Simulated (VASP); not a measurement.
Ag7B:

```
Ag B
1.0
    -3.37780    3.37780    3.37780
     3.37780   -3.37780    3.37780
     3.37780    3.37780   -3.37780
Ag B
7 1
Direct
  0.00000 0.50000 0.50000
  0.50000 0.50000 0.00000
  0.50000 0.00000 0.50000
  0.00000 0.00000 0.50000
  0.00000 0.50000 0.00000
  0.50000 0.00000 0.00000
  0.50000 0.50000 0.50000
  0.00000 0.00000 0.00000
```

The cell was generated, and may not be a known phase.

| Property | Result |
| --- | --- |
| Program | VASP 6.6.1 |
| Task | relaxation of cell and atoms |
| Functional | PBE |
| Potentials or basis | VASP PAW PBE potentials, release 64 (Ag, B) |
| Cutoff | 600 eV |
| k mesh | 4 × 4 × 4 |
| Occupations | gaussian, width 0.1 eV |
| Spin | no spin polarisation |

At the start: pressure -8.3 GPa; volume 19.27 Å³/atom.

Problem. Where does the relaxation end?

Solution. Over 3 steps the energy falls by 70.8 meV/atom and the volume is 16.90 Å³/atom (-12.3 %); space group Im-3m (No. 229, to 0.1 Å) before and after.

The path:
| step | energy change (eV) | largest force (eV/Å) | pressure (GPa) | volume (Å³) |
| --- | --- | --- | --- | --- |
| 1 | 0.0000 | 0.0000 | -8.27 | 154.16 |
| 2 | -0.5555 | 0.0000 | 1.58 | 133.02 |
| 3 | -0.5663 | 0.0000 | -0.03 | 135.20 |

Final structure:
```xyz
8
Lattice="-3.2333 3.2333 3.2333 3.2333 -3.2333 3.2333 3.2333 3.2333 -3.2333" Properties=species:S:1:pos:R:3 pbc="T T T"
Ag    3.2333    0.0000    0.0000
Ag    0.0000    0.0000    3.2333
Ag    0.0000    3.2333    0.0000
Ag    1.6166    1.6166   -1.6166
Ag    1.6166   -1.6166    1.6166
Ag   -1.6166    1.6166    1.6166
Ag    1.6166    1.6166    1.6166
B     0.0000    0.0000    0.0000
```
